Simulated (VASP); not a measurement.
A run of VASP 6.6.1 is set up as follows.

INCAR

```
  ALGO = Normal
  EDIFF = 1E-6
  EDIFFG = -0.01
  ENCUT = 600
  GGA = PS
  IBRION = 2
  ISIF = 4
  ISMEAR = 0
  LASPH = T
  LCHARG = F
  LREAL = F
  LWAVE = F
  NELM = 100
  NSW = 50
  PREC = Accurate
  SIGMA = 0.02
```

The input KPOINTS:

```
k-points
0
Gamma
  8 8 8
```

File POSCAR:

```
SrTiO3
1.0
   -2.8349994005      2.8349994005      4.0221242371
    2.8349994005     -2.8349994005      4.0221242371
    2.8349994005      2.8349994005     -4.0221242371
Sr Ti O
2 2 6
Direct
    0.7500000000      0.2500000000      0.5000000000
    0.2500000000      0.7500000000      0.5000000000
    0.0000000000      0.0000000000      0.0000000000
    0.5000000000      0.5000000000      0.0000000000
    0.2500000000      0.2500000000      0.0000000000
    0.7500000000      0.7500000000      0.0000000000
    0.7329464187      0.2329464187      0.9658928375
    0.2329464187      0.2670535813      0.5000000000
    0.2670535813      0.7670535813      0.0341071625
    0.7670535813      0.7329464187      0.5000000000
```

Potentials or basis: VASP PAW PBE potentials, release 64 (Sr_sv, Ti_sv, O).

Run with:

```sh
$ cat potpaw_PBE.64/Sr_sv/POTCAR potpaw_PBE.64/Ti_sv/POTCAR potpaw_PBE.64/O/POTCAR > POTCAR
$ mpirun -np 1 vasp_std > vasp.out
```

Question: Predict the band gap on the k mesh.

Answer: 1.68 eV.

The path:
| step | energy change (eV) | largest force (eV/Å) | pressure (GPa) | volume (Å³) |
| --- | --- | --- | --- | --- |
| 1 | 0.0000 | 0.0208 | -13.95 | 129.31 |
| 2 | -0.0001 | 0.0209 | -13.85 | 129.31 |
| 3 | -0.0003 | 0.0207 | -13.84 | 129.31 |
| 4 | -0.0004 | 0.0197 | -13.84 | 129.31 |
| 5 | -0.0007 | 0.0188 | -13.83 | 129.31 |
| 6 | -0.0012 | 0.0163 | -13.82 | 129.31 |
| 7 | -0.0019 | 0.0079 | -13.80 | 129.31 |

Caveat: the PAW data sets were made with another functional, which shifts forces and pressure a little. A k mesh can miss the band edges.
